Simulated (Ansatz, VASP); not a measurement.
Two plane-wave programs on TiAl

```
CELL_PARAMETERS angstrom
3.21905 -0.34447 -0.34447
-0.34447 3.21905 -0.34447
-0.34447 -0.34447 3.21905
ATOMIC_POSITIONS crystal
Ti 0.00000 0.00000 0.00000
Al 0.50000 0.50000 0.50000
```

Alike in both runs: task single point; functional PBE; k mesh 16 × 16 × 16; occupations gaussian, width 0.15 eV; no spin polarisation.

|  | VASP | Ansatz |
| --- | --- | --- |
| version | VASP 6.6.1 | Ansatz 0.2.0 |
| potentials or method | VASP PAW PBE potentials, release 64 (Ti_sv, Al), cutoff 520 eV | scalar-relativistic, plane waves, PAW |
| valence electrons in the cell | 15 | 15 |

|  | VASP | Ansatz | Ansatz less VASP |
| --- | --- | --- | --- |
| gap on the k mesh at the Fermi level (eV) | none | none | - |
| pressure (GPa) | 18.4 | 18.5 | +0.10 |
| traceless stress, the component that is largest in VASP (GPa) | 36.53 | 36.61 | +0.079 |

A gap of «none» marks a metal or a gap that the smearing closes. With one functional, cell and mesh, what is left measures potentials, basis and numerics.
